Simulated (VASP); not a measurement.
A run of VASP 6.6.1 is set up as follows.

INCAR

```
SYSTEM = HPbNO4
PREC     = Accurate       ! precision mode
ENCUT    = 600            ! plane-wave cutoff, eV
EDIFF    = 1E-6           ! SCF threshold, eV
ISMEAR   = -1             ! smearing method
SIGMA    = 0.05           ! smearing width, eV
LREAL    = .False.        ! projectors in reciprocal space
LASPH    = .True.         ! aspherical terms in the spheres
NELM     = 100            ! most SCF steps
ALGO     = Normal         ! electronic algorithm
ISIF     = 3              ! what is computed and relaxed
LWAVE    = .False.        ! write WAVECAR
LCHARG   = .False.        ! write CHGCAR
GGA      = PS             ! functional
IBRION   = 2              ! ionic algorithm
NSW      = 60             ! ionic steps
EDIFFG   = -0.01          ! ionic threshold
```

Contents of KPOINTS:

```
Automatic mesh
0
Gamma
  5 5 3
  0 0 0
```

The input POSCAR:

```
HPbNO4
1.0
    4.1992300000      0.1111700000      0.1681700000
    1.9160000000      3.8913200000      0.1256800000
    1.7608500000      1.2525900000      6.3726600000
H Pb N O
1 1 1 4
Direct
    0.8914500000      0.6820200000      0.6279600000
    0.1442600000      0.9287200000      0.8835200000
    0.2567000000      0.2886100000      0.3017100000
    0.8310800000      0.6505600000      0.7840500000
    0.3869400000      0.2238000000      0.1129500000
    0.3110400000      0.0357600000      0.4585600000
    0.0772600000      0.6063300000      0.3227500000
```

Potentials or basis: VASP PAW PBE potentials, release 64 (H, Pb_d, N, O).

Run with:

```console
$ cat potpaw_PBE.64/H/POTCAR potpaw_PBE.64/Pb_d/POTCAR potpaw_PBE.64/N/POTCAR potpaw_PBE.64/O/POTCAR > POTCAR
$ mpirun -np 1 vasp_std > vasp.out
```

Q: Estimate the relaxed volume.

A: 13.43 Å³/atom.

Q: Estimate the band gap on the k mesh.

A: 2.56 eV (least direct gap 2.58 eV).

Q: Predict the relaxed cell.

A: a = 4.136 Å, b = 4.188 Å, c = 6.606 Å, α = 72.69°, β = 72.06°, γ = 61.39°.

Final structure:
```
CELL_PARAMETERS angstrom
4.13092 0.11849 0.17059
1.89717 3.73230 0.09650
1.74496 1.15679 6.26575
ATOMIC_POSITIONS crystal
H 0.89909 0.67810 0.61717
Pb 0.13798 0.94094 0.88306
N 0.25562 0.28677 0.30589
O 0.83412 0.65049 0.77755
O 0.39105 0.21226 0.11475
O 0.30994 0.02786 0.46527
O 0.07094 0.61937 0.32781
```

Caveat: the standard files for N, O and F lose accuracy on very short bonds; the PAW data sets were made with another functional, which shifts forces and pressure a little; spin-orbit coupling is left out, which moves the levels of the heavy elements. A k mesh can miss the band edges.
